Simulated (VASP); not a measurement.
# Cd4SeS3 (P-4m2) in VASP: relaxation of shape and atoms at fixed volume with PBE

Aim: the relaxation of shape and atoms at fixed volume of Cd4SeS3 with PBE.

Everything below comes from runs of VASP 6.6.1. Logs are shortened: lines on timing, memory, paths and dates and some standing lists are left out, and cuts for length are marked.

**1. The cell of the first run**

Symmetry: P-4m2, No. 115, tetragonal system. The conventional cell has a = 4.325 Å, b = 4.325 Å, c = 12.196 Å, α = 90.00°, β = 90.00°, γ = 90.00°. Within 3.5 Å of Cd (site symmetry 2mm) lie 4 S at 2.62 Å. Cd (site symmetry 2mm) has 2 S at 2.63 Å and 2 Se at 2.71 Å within 3.5 Å. Se (site symmetry -4m2) has 4 Cd at 2.71 Å within 3.6 Å. S (site symmetry 2mm) has 4 Cd at 2.62 to 2.63 Å within 3.5 Å. Within 3.5 Å of S (site symmetry -4m2) lie 4 Cd at 2.62 Å.

**2. Relaxation of shape and atoms at fixed volume, PBE (28.52 Å³/atom)**

Contents of INCAR:

```
  ALGO = Normal
  EDIFF = 1E-6
  EDIFFG = -0.01
  ENCUT = 600
  GGA = PE
  IBRION = 2
  ISIF = 4
  ISMEAR = 0
  LASPH = True
  LCHARG = False
  LREAL = False
  LWAVE = False
  NELM = 80
  NSW = 50
  PREC = Accurate
  SIGMA = 0.02
```

Contents of KPOINTS:

```
k-points
0
Gamma
  6 6 4
```

Contents of POSCAR:

```
Cd4SeS3
1.0
    4.3250345566      0.0000000000      0.0000000000
    0.0000000000      4.3250345566      0.0000000000
    0.0000000000      0.0000000000     12.1960603359
Cd Se S
4 1 3
Direct
    0.5000000000      0.0000000000      0.6216120000
    0.0000000000      0.5000000000      0.8655710000
    0.5000000000      0.0000000000      0.1344290000
    0.0000000000      0.5000000000      0.3783880000
    0.0000000000      0.0000000000      0.0000000000
    0.5000000000      0.5000000000      0.2565630000
    0.0000000000      0.0000000000      0.5000000000
    0.5000000000      0.5000000000      0.7434370000
```

Potentials or basis: VASP PAW PBE potentials, release 64 (Cd, Se, S).

Launch:

```
> cat potpaw_PBE.64/Cd/POTCAR potpaw_PBE.64/Se/POTCAR potpaw_PBE.64/S/POTCAR > POTCAR
> mpirun -np 1 vasp_std > vasp.out
```

OUTCAR:

```text
EDIFF = 1E-6
   EDIFFG = -0.01
   ENCUT = 600
   GGA = PE
   IBRION = 2
   ISIF = 4
   ISMEAR = 0
   LASPH = True
   LREAL = False
   NELM = 80
   NSW = 50
   PREC = Accurate

 ion  position               nearest neighbor table
   1  0.500  0.000  0.622-   7 2.62   7 2.62   8 2.62   8 2.62
   2  0.000  0.500  0.866-   8 2.63   8 2.63   5 2.71   5 2.71
   3  0.500  0.000  0.134-   6 2.63   6 2.63   5 2.71   5 2.71
   4  0.000  0.500  0.378-   7 2.62   7 2.62   6 2.62   6 2.62
   5  0.000  0.000  0.000-   2 2.71   3 2.71   2 2.71   3 2.71
   6  0.500  0.500  0.257-   4 2.62   4 2.62   3 2.63   3 2.63
   7  0.000  0.000  0.500-   1 2.62   4 2.62   4 2.62   1 2.62
   8  0.500  0.500  0.743-   1 2.62   1 2.62   2 2.63   2 2.63

  LATTYP: Found a simple tetragonal cell.
 ALAT       =     4.3250345566
 C/A-ratio  =     2.8198758129

  Lattice vectors:

 A1 = (   4.3250345566,   0.0000000000,   0.0000000000)
 A2 = (   0.0000000000,   4.3250345566,   0.0000000000)
 A3 = (   0.0000000000,   0.0000000000,  12.1960603359)

Analysis of symmetry for initial positions (statically):
=====================================================================
 Subroutine PRICEL returns:
 Original cell was already a primitive cell.

 Routine SETGRP: Setting up the symmetry group for a
 simple tetragonal supercell.

 Subroutine GETGRP returns: Found  8 space group operations
 (whereof  8 operations were pure point group operations)
 out of a pool of 16 trial point group operations.

The static configuration has the point symmetry D_2d.

Analysis of symmetry for dynamics (positions and initial velocities):
=====================================================================
 Subroutine PRICEL returns:
 Original cell was already a primitive cell.

 Routine SETGRP: Setting up the symmetry group for a
 simple tetragonal supercell.

 Subroutine GETGRP returns: Found  8 space group operations
 (whereof  8 operations were pure point group operations)
 out of a pool of 16 trial point group operations.

The dynamic configuration has the point symmetry D_2d.

 Subroutine INISYM returns: Found  8 space group operations
 (whereof  8 operations are pure point group operations),
 and found     1 'primitive' translations

----------------------------------------------------------------------------------------

                                     Primitive cell

  volume of cell :     228.1386

  direct lattice vectors                    reciprocal lattice vectors
     4.325034557  0.000000000  0.000000000     0.231212025  0.000000000  0.000000000
     0.000000000  4.325034557  0.000000000     0.000000000  0.231212025  0.000000000
     0.000000000  0.000000000 12.196060336     0.000000000  0.000000000  0.081993691

  length of vectors
     4.325034557  4.325034557 12.196060336     0.231212025  0.231212025  0.081993691

  position of ions in fractional coordinates (direct lattice)
     0.500000000  0.000000000  0.621612000
     0.000000000  0.500000000  0.865571000
     0.500000000  0.000000000  0.134429000
     0.000000000  0.500000000  0.378388000
     0.000000000  0.000000000  0.000000000
     0.500000000  0.500000000  0.256563000
     0.000000000  0.000000000  0.500000000
     0.500000000  0.500000000  0.743437000

  ion indices of the primitive-cell ions
   primitive index   ion index
                 1           1
                 2           2
                 3           3
                 4           4
                 5           5
                 6           6
                 7           7
                 8           8

----------------------------------------------------------------------------------------

 KPOINTS: k-points

Automatic generation of k-mesh.
 Grid dimensions read from file:
 generate k-points for:    6    6    4

 Generating k-lattice:

  Cartesian coordinates                     Fractional coordinates (reciprocal lattice)
     0.038535338  0.000000000  0.000000000     0.166666667  0.000000000  0.000000000
     0.000000000  0.038535338  0.000000000     0.000000000  0.166666667  0.000000000
     0.000000000  0.000000000  0.020498423     0.000000000  0.000000000  0.250000000

  Length of vectors
     0.038535338  0.038535338  0.020498423

  Shift w.r.t. Gamma in fractional coordinates (k-lattice)
     0.000000000  0.000000000  0.000000000

 Subroutine IBZKPT returns following result:
 ===========================================

 Found     30 irreducible k-points:

 Following reciprocal coordinates:
            Coordinates               Weight
  0.000000  0.000000  0.000000      1.000000
  0.166667  0.000000  0.000000      4.000000
  0.333333  0.000000  0.000000      4.000000
  0.500000  0.000000  0.000000      2.000000
  0.166667  0.166667  0.000000      4.000000
  0.333333  0.166667  0.000000      8.000000
[... 16 lines left out ...]
  0.333333  0.000000  0.500000      4.000000
  0.500000  0.000000  0.500000      2.000000
 [... further k-points ...]
   k-points           NKPTS =     30   k-points in BZ     NKDIM =     30   number of bands    NBANDS=     43
   number of dos      NEDOS =    301   number of ions     NIONS =      8
   total plane-waves  NPLWV = 127008
   dimension x,y,z NGX =    36 NGY =   36 NGZ =   98
   dimension x,y,z NGXF=    72 NGYF=   72 NGZF=  196
   ions per type =               4   1   3
   NGX,Y,Z   is equivalent  to a cutoff of  13.84, 13.84, 13.36 a.u.
   NGXF,Y,Z  is equivalent  to a cutoff of  27.68, 27.68, 26.72 a.u.
 SYSTEM =  unknown system
   PREC   = accura    normal or accurate (medium, high low for compatibility)
   ISTART =      0    job   : 0-new  1-cont  2-samecut
   ICHARG =      2    charge: 1-file 2-atom 10-const
   ISPIN  =      1    spin polarized calculation?
   LNONCOLLINEAR =      F non collinear calculations
   LSORBIT =      F    spin-orbit coupling
   LASPH  =      T    aspherical Exc in radial PAW
   ENCUT  =  600.0 eV  44.10 Ry    6.64 a.u.   8.64  8.64 24.36*2*pi/ulx,y,z
   NELM   =     80;   NELMIN=  2; NELMDL= -5     # of ELM steps
   EDIFF  = 0.1E-05   stopping-criterion for ELM
   LREAL  =      F    real-space projection
   EDIFFG = -.1E-01   stopping-criterion for IOM
   NSW    =     50    number of steps for IOM
   IBRION =      2    ionic relax: 0-MD 1-quasi-New 2-CG
   NFREE  =      1    steps in history (QN), initial steepest desc. (CG)
   ISIF   =      4    stress and relaxation
   ISYM   =      2    0-nonsym 1-usesym 2-fastsym
   POTIM  = 0.5000    time-step for ionic-motion
   TEBEG  =    0.0;   TEEND  =   0.0 temperature during run
   PSTRESS=    0.0 pullay stress
   NELECT =      72.0000    total number of electrons
   NUPDOWN=      -1.0000    fix difference up-down
   EMIN   =  10.00;   EMAX   =-10.00  energy-range for DOS
   EFERMI =   0.00;   METHOD = LEGACY
   ISMEAR =     0;   SIGMA  =   0.02  broadening in eV -4-tet -1-fermi 0-gaus
   EFERMI_NEDOS =   21; number of points for ismear=-14 and -15
   IALGO  =     38    algorithm
   IMIX   =      4    mixing-type and parameters
     AMIX     =   0.40;   BMIX     =  1.00
     AMIX_MAG =   1.60;   BMIX_MAG =  1.00
  volume/ion in A,a.u.               =      28.52       192.44
  Fermi-wavevector in a.u.,A,eV,Ry     =   1.114601  2.106290 16.902999  1.242335
  Thomas-Fermi vector in A             =   2.251198
   LORBIT       =      0    0 simple, 1 ext, 2 COOP (PROOUT), +10 PAW based schemes
   GGA     = PE    functional components
   LHFCALC =     F    Hartree Fock is set to
   AEXX    =    0.0000 exact exchange contribution
   IVDW    =     0    specifies the selected vdW correction
   LEPSILON=     F    determine dielectric tensor
   LRPA    =     F    only Hartree local field effects (RPA)
 conjugate gradient relaxation of ions
 non-spin polarized calculation
 Gauss-broadening in eV      SIGMA  =   0.02
  energy-cutoff  :      600.00
  volume of cell :      228.14
 maximum number of plane-waves:      7650
 NGX is ok and might be reduce to    36
   NGX = 17   NGY = 17   NGZ = 49

--------------------------------------- Ionic step        1  -------------------------------------------

 number of electron      71.9999982 magnetization

 Free energy of the ion-electron system (eV)
  ---------------------------------------------------
  ext. energy  EPLUGINS =         0.00000000
  ---------------------------------------------------
  free energy    TOTEN  =       -23.81714304 eV

  energy without entropy =      -23.81714304  energy(sigma->0) =      -23.81714304

------------------------ aborting loop because EDIFF is reached ----------------------------------------

  FORCE on cell =-STRESS in cart. coord.  units (eV):
  Direction    XX          YY          ZZ          XY          YZ          ZX
  --------------------------------------------------------------------------------------
  -------------------------------------------------------------------------------------
  Total       -3.4476660     -3.4476660     -3.3893534      0.0000000      0.0000000     -0.0000000
  in kB      -24.2123558    -24.2123558    -23.8028364      0.0000000      0.0000000     -0.0000000
  external PRESSURE =     -24.0758493 kB  Pullay stress =       0.0000000 kB
[... 69 lines left out ...]
  energy  without entropy=      -23.8171784195  energy(sigma->0) =      -23.81717842

--------------------------------------- Ionic step        3  -------------------------------------------

 number of electron      71.9999983 magnetization

 Free energy of the ion-electron system (eV)
  ---------------------------------------------------
  ext. energy  EPLUGINS =         0.00000000
  ---------------------------------------------------
  free energy    TOTEN  =       -23.81721086 eV

  energy without entropy =      -23.81721086  energy(sigma->0) =      -23.81721086

 E-fermi :   0.5288     XC(G=0):  -8.5942

 val. band max:        0.4238763922   @ k =   0.0000   0.0000   0.0000
 cond. band min:       1.1387916076   @ k =   0.0000   0.0000   0.0000
 fundamental gap:      0.7149152154
 Fermi energy:         0.5288290170

 k-point     1 :       0.0000    0.0000    0.0000
  band No.  band energies     occupation
      1     -11.4695      2.00000
      2     -11.2790      2.00000
      3     -11.2255      2.00000
      4     -11.0369      2.00000
      5      -7.0968      2.00000
      6      -7.0968      2.00000
[... 1093 lines left out ...]
     42       6.5753      0.00000
     43       6.6417      0.00000

 [... further k-points ...]

------------------------ aborting loop because EDIFF is reached ----------------------------------------

  FORCE on cell =-STRESS in cart. coord.  units (eV):
  Direction    XX          YY          ZZ          XY          YZ          ZX
  --------------------------------------------------------------------------------------
  -------------------------------------------------------------------------------------
  Total       -3.4389836     -3.4389836     -3.4121329      0.0000000      0.0000000      0.0000000
  in kB      -24.1513803    -24.1513803    -23.9628129      0.0000000      0.0000000      0.0000000
  external PRESSURE =     -24.0885245 kB  Pullay stress =       0.0000000 kB
[... 23 lines left out ...]
  FREE ENERGIE OF THE ION-ELECTRON SYSTEM (eV)
  ---------------------------------------------------
  free  energy   TOTEN  =       -23.8172108610 eV

  energy  without entropy=      -23.8172108610  energy(sigma->0) =      -23.81721086

 reached required accuracy - stopping structural energy minimisation
```

It took 13 min on 1 thread of Oxide Virtual Turin-like, shared host; peak memory 0.53 GiB.

Results:

```
Free energy                  : -23.8172 eV
Energy gained by relaxing    : 0.0 meV/atom
Ionic steps                  : 3
Pressure after relaxing      : -2.4 GPa
Largest force after relaxing : 0.009 eV/Å
Band gap on the k mesh       : 0.71 eV
```

Forces in eV/Å, atoms in the order of the input:
```
Cd   0.000  0.000 -0.001
Cd   0.000  0.000 -0.003
Cd   0.000  0.000  0.003
Cd   0.000  0.000  0.001
Se   0.000  0.000  0.000
S    0.000  0.000 -0.009
S    0.000  0.000  0.000
S    0.000  0.000  0.009
```

Final structure:
```
CELL_PARAMETERS angstrom
4.32329 0.00000 0.00000
0.00000 4.32329 0.00000
0.00000 0.00000 12.20589
ATOMIC_POSITIONS crystal
Cd 0.50000 0.00000 0.62160
Cd 0.00000 0.50000 0.86580
Cd 0.50000 0.00000 0.13420
Cd 0.00000 0.50000 0.37840
Se 0.00000 0.00000 0.00000
S 0.50000 0.50000 0.25660
S 0.00000 0.00000 0.50000
S 0.50000 0.50000 0.74340
```

Caveat: semilocal functionals underestimate gaps, and a narrow one can read as zero.
